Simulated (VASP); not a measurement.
Ba:

```
Ba
1.0
     4.07163    0.00000    0.00000
     0.00000    4.07163    0.00000
     0.00000    0.00000    4.07163
Ba
1
Direct
  0.00000 0.00000 0.00000
```

| Property | Result |
| --- | --- |
| Program | VASP 6.6.1 |
| Task | relaxation of cell and atoms |
| Functional | r2SCAN |
| Potentials or basis | VASP PAW PBE potentials, release 64 (Ba_sv) |
| Cutoff | 600 eV |
| k mesh | 8 × 8 × 8 |
| Occupations | fermi-dirac, width 0.1 eV |
| Spin | no spin polarisation |

At the start: pressure -0.6 GPa; volume 67.50 Å³/atom.

Task: Where does the relaxation end?

Result: Over 4 steps the energy falls by 14.4 meV/atom and the volume is 60.86 Å³/atom (-9.8 %); space group Pm-3m (No. 221, to 0.05 Å).

The path:
| step | energy change (eV) | largest force (eV/Å) | pressure (GPa) | volume (Å³) |
| --- | --- | --- | --- | --- |
| 1 | 0.0000 | 0.0000 | -0.65 | 67.50 |
| 2 | -0.0089 | 0.0000 | -0.43 | 64.86 |
| 3 | -0.0143 | 0.0000 | -0.08 | 61.57 |
| 4 | -0.0144 | 0.0000 | 0.02 | 60.86 |

Final structure:
```xyz
1
Lattice="3.9335 0.0000 0.0000 0.0000 3.9335 0.0000 0.0000 0.0000 3.9335" Properties=species:S:1:pos:R:3 pbc="T T T"
Ba    0.0000    0.0000    0.0000
```

Caveat: the PAW data sets were made with another functional, which shifts forces and pressure a little.
